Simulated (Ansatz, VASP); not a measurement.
One calculation of MnO, two programs

```xyz
2
Lattice="0.0000 2.2681 2.2681 2.2681 0.0000 2.2681 2.2681 2.2681 0.0000" Properties=species:S:1:pos:R:3 pbc="T T T"
Mn    0.0000    0.0000    0.0000
O     2.2681    2.2681    2.2681
```

Alike in both runs: task single point; functional PBE; k mesh 12 × 12 × 12; occupations gaussian, width 0.05 eV; collinear spin; Hubbard terms Mn d U = 3.9 eV.

```csv
,VASP,Ansatz
version,VASP 6.6.1,Ansatz 0.2.0
potentials or method,"VASP PAW PBE potentials, release 64 (Mn_pv, O), cutoff 520 eV","scalar-relativistic, plane waves, PAW"
valence electrons in the cell,19,21
```

Ansatz gave:

| Property | Result |
| --- | --- |
| gap on the k mesh at the Fermi level (eV) | 0.01 |
| least direct gap on the mesh (eV) | 1.40 |
| pressure (GPa) | -0.3 |
| net moment per atom (μB) | 2.50 |
| size of the moment on the site where the two differ most (μB) | 4.32 |

Estimate VASP's values.

gap on the k mesh at the Fermi level (eV): 0.10; least direct gap on the mesh (eV): 2.25; pressure (GPa): -1.8; net moment per atom (μB): 2.50; size of the moment on the site where the two differ most (μB): 4.63.

Site moments also hang on the region over which each program counts them. The programs project onto different local orbitals, so the same U acts differently, and such runs can settle in different states. VASP's potentials hold 19 valence electrons a cell and Ansatz's 21, so a difference there can come from the potentials and not from the codes. Ansatz's warnings: filled band counts differ across k points, stability check not made.
